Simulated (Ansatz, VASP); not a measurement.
# CdS: VASP beside Ansatz

POSCAR

```
CdS
1.0
    0.0000000000      3.0341602489      3.0341602489
    3.0341602489      0.0000000000      3.0341602489
    3.0341602489      3.0341602489      0.0000000000
Cd S
1 1
Direct
    0.0000000000      0.0000000000      0.0000000000
    0.2500000000      0.2500000000      0.2500000000
```

File INCAR.step1:

```
PREC = Accurate
ENCUT = 520
ISMEAR = 0
SIGMA = 0.02
LREAL = False
LASPH = True
NELM = 100
NBANDS = 16
GGA = PE
ALGO = Normal
EDIFF = 1E-4
LWAVE = True
LCHARG = False
```

INCAR.step2

```
PREC = Accurate
ENCUT = 520
EDIFF = 1E-6
ISMEAR = 0
SIGMA = 0.02
LREAL = False
LASPH = True
NELM = 100
ALGO = Normal
ISIF = 2
LWAVE = False
LCHARG = True
METAGGA = R2SCAN
LMIXTAU = True
LELF = True
LVHAR = True
NBANDS = 16
ISTART = 1
```

KPOINTS

```
Automatic mesh
0
Gamma
  8 8 8
```

Input for Ansatz:

```yaml
crystal:
  lattice:
    - [0.0, 3.0341602489, 3.0341602489]
    - [3.0341602489, 0.0, 3.0341602489]
    - [3.0341602489, 3.0341602489, 0.0]
  atoms:
    - { symbol: Cd, position: [0.0, 0.0, 0.0] }
    - { symbol: S, position: [0.25, 0.25, 0.25] }
basis:
  ecutwfc: 500
kpoints:
  mp_grid: { grid: [8, 8, 8] }
hamiltonian:
  xc: r2scan
scf:
  occupations: { method: gaussian, width: 0.02 }
output:
  forces: true
  stress: true
  eigenvalues: true
```

Alike in both runs: task single point; functional r2SCAN; k mesh 8 × 8 × 8; occupations gaussian, width 0.02 eV; no spin polarisation.

|  | VASP | Ansatz |
| --- | --- | --- |
| version | VASP 6.6.1 | Ansatz 0.2.0 |
| potentials or method | VASP PAW PBE potentials, release 64 (Cd, S), cutoff 520 eV | scalar-relativistic, plane waves, PAW |
| valence electrons in the cell | 18 | 26 |

|  | VASP | Ansatz | Ansatz less VASP |
| --- | --- | --- | --- |
| gap on the k mesh at the Fermi level (eV) | 1.31 | 1.32 | +0.008 |
| least direct gap on the mesh (eV) | 1.31 | 1.32 | +0.008 |
| pressure (GPa) | -4.5 | -4.7 | -0.20 |

VASP's potentials were made for PBE, not for r2SCAN. With one functional, cell and mesh, what is left measures potentials, basis and numerics. VASP's potentials hold 18 valence electrons a cell and Ansatz's 26, so a difference there can come from the potentials and not from the codes.
